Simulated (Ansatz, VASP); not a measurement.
# SbO4: VASP beside Ansatz

File INCAR:

```
SYSTEM = SbO4
PREC     = Accurate       ! precision mode
ENCUT    = 600            ! plane-wave cutoff, eV
EDIFF    = 1E-6           ! SCF threshold, eV
ISMEAR   = 0              ! smearing method
SIGMA    = 0.1            ! smearing width, eV
LREAL    = .False.        ! projectors in reciprocal space
LASPH    = .True.         ! aspherical terms in the spheres
NELM     = 60             ! most SCF steps
ALGO     = Normal         ! electronic algorithm
ISIF     = 3              ! what is computed and relaxed
LWAVE    = .False.        ! write WAVECAR
LCHARG   = .False.        ! write CHGCAR
GGA      = PE             ! functional
IBRION   = 2              ! ionic algorithm
NSW      = 90             ! ionic steps
EDIFFG   = -0.04          ! ionic threshold
```

KPOINTS

```
regular mesh
0
Gamma
  6 6 4
  0 0 0
```

POSCAR

```
SbO4
1.0
    4.0505045400      0.0000000000      0.0000000000
   -2.0252522700      3.5078398300      0.0000000000
    0.0000000000      0.0000000000      5.6472929000
Sb O
1 4
Direct
    0.0000000000      0.0000000000      0.5000000000
    0.0000000000      0.0000000000      0.2027633600
    0.0000000000      0.0000000000      0.7972366400
    0.3333333300      0.6666666700      0.0000000000
    0.6666666700      0.3333333300      0.0000000000
```

Input for Ansatz:

```yaml
crystal:
  lattice:
    - [4.05050454, 0.0, 0.0]
    - [-2.02525227, 3.50783983, 0.0]
    - [0.0, 0.0, 5.6472929]
  atoms:
    - { symbol: Sb, position: [0.0, 0.0, 0.5] }
    - { symbol: O, position: [0.0, 0.0, 0.20276336] }
    - { symbol: O, position: [0.0, 0.0, 0.79723664] }
    - { symbol: O, position: [0.33333333, 0.66666667, 0.0] }
    - { symbol: O, position: [0.66666667, 0.33333333, 0.0] }
basis:
  ecutwfc: 420
kpoints:
  mp_grid: { grid: [6, 6, 4] }
hamiltonian:
  xc: pbe
scf:
  occupations: { method: gaussian, width: 0.1 }
  lower_state_search: "off"
output:
  forces: true
  stress: true
  eigenvalues: true
relax:
  adjacent_minimum: "off"
  f_tol: 0.04
  max_steps: 70
  cell: { stress_tol: 0.4 }
```

Alike in both runs: task relaxation of cell and atoms; functional PBE; k mesh 6 × 6 × 4; occupations gaussian, width 0.1 eV; no spin polarisation.

```csv
,VASP,Ansatz
version,VASP 6.6.1,Ansatz 0.2.0
potentials or method,"VASP PAW PBE potentials, release 64 (Sb, O), cutoff 600 eV","scalar-relativistic, plane waves, PAW"
valence electrons in the cell,29,39
```

```csv
,VASP,Ansatz,Ansatz less VASP
"gap on the k mesh at the Fermi level, each at its own relaxed structure (eV)",none,none,-
relaxed volume (Å³/atom),13.53,16.24,+2.712
relaxed cell length with the largest relative difference (Å),7.557,9.391,+1.8334
```

A gap of «none» marks a metal or a gap that the smearing closes. One of these differences is far larger than is usual between the two programs; its cause wasn't traced. VASP's potentials hold 29 valence electrons a cell and Ansatz's 39, so a difference there can come from the potentials and not from the codes.

Spin-orbit coupling is off throughout. Noted on VASP's run: the volume moved by over 15 % at a fixed basis, so the end points are rough.
